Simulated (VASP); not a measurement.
Here is a VASP 6.6.1 calculation.

File INCAR:

```
SYSTEM = Li
  PREC = Accurate
  ENCUT = 520
  EDIFF = 1E-7
  ISMEAR = 0
  SIGMA = 0.1
  LREAL = .False.
  LASPH = .True.
  NELM = 100
  ALGO = Fast
  ISIF = 2
  LWAVE = .False.
  LCHARG = .False.
  GGA = PE
  IVDW = 12
  NBANDS = 8
```

KPOINTS

```
regular mesh
0
Gamma
  18 18 18
  0 0 0
```

File POSCAR:

```
Li
1.0
   -1.7154753078      1.7154753078      1.7154753078
    1.7154753078     -1.7154753078      1.7154753078
    1.7154753078      1.7154753078     -1.7154753078
Li
1
Direct
    0.0000000000      0.0000000000      0.0000000000
```

Potentials or basis: VASP PAW PBE potentials, release 64 (Li_sv).

Launch:

```console
$ cat potpaw_PBE.64/Li_sv/POTCAR > POTCAR
$ mpirun -np 1 vasp_std > vasp.out
```

Problem. Estimate the dispersion energy per atom.

Solution. -0.170 eV.
